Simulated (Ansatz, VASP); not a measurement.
# MgO in VASP and in Ansatz

File INCAR:

```
ALGO = Normal ; EDIFF = 1E-6
ENCUT = 520 ; GGA = CA
ISIF = 2 ; ISMEAR = 0
LASPH = True ; LCHARG = False
LREAL = False ; LWAVE = False
NBANDS = 11 ; NELM = 80
PREC = Accurate ; SIGMA = 0.01
```

The input KPOINTS:

```
k-points
0
Gamma
  10 10 10
```

File POSCAR:

```
MgO
1.0
    2.0438260727      2.0438260727      0.0000000000
   -2.0438260727      2.0438260727      0.0000000000
    0.0000000000      2.0438260727      2.0438260727
Mg O
1 1
Direct
    0.0000000000      0.0000000000      0.0000000000
    0.5000000000      0.5000000000      0.0000000000
```

Input for Ansatz:

```yaml
crystal:
  lattice:
    - [2.04382607274, 2.04382607274, 0.0]
    - [-2.04382607274, 2.04382607274, 0.0]
    - [0.0, 2.04382607274, 2.04382607274]
  atoms:
    - { symbol: Mg, position: [0.0, 0.0, 0.0] }
    - { symbol: O, position: [0.5, 0.5, 0.0] }
kpoints:
  mp_grid: { grid: [10, 10, 10] }
scf:
  occupations: { method: fixed }
  convergence: { dr2_threshold: 1.0e-10 }
hamiltonian:
  xc: lda
  pseudopotentials: { kind: all_electron, lapw: { basis_error: 0.0005 } }
output:
  forces: true
  stress: true
  eigenstates:
    kpoints:
      - [0.0, 0.0, 0.0]
      - [-0.5, -0.5, -0.5]
      - [-0.5, 0.5, 0.0]
      - [0.0, 0.0, -0.5]
      - [0.0, -0.5, -0.5]
      - [0.0, 0.5, 0.0]
      - [-0.5, 0.0, 0.0]
      - [-0.5, 0.0, -0.5]
  eigenvalues: true
```

Alike in both runs: task single point; functional LDA; k mesh 10 × 10 × 10; no spin polarisation.

```csv
,VASP,Ansatz
version,VASP 6.6.1,Ansatz 0.2.0
potentials or method,"VASP PAW LDA potentials, release 64 (Mg, O), cutoff 520 eV","all-electron LAPW, scalar-relativistic"
occupations,"gaussian, width 0.01 eV",fixed
```

|  | VASP | Ansatz | Ansatz less VASP |
| --- | --- | --- | --- |
| gap on the k mesh at the Fermi level (eV) | 5.59 | 5.58 | -0.002 |
| pressure (GPa) | 8.3 | 10.3 | +2.01 |

LDA's correlation is that of Perdew and Zunger in VASP and of Perdew and Wang (1992) in Ansatz. Ansatz ran all-electron here, and VASP with PAW potentials.
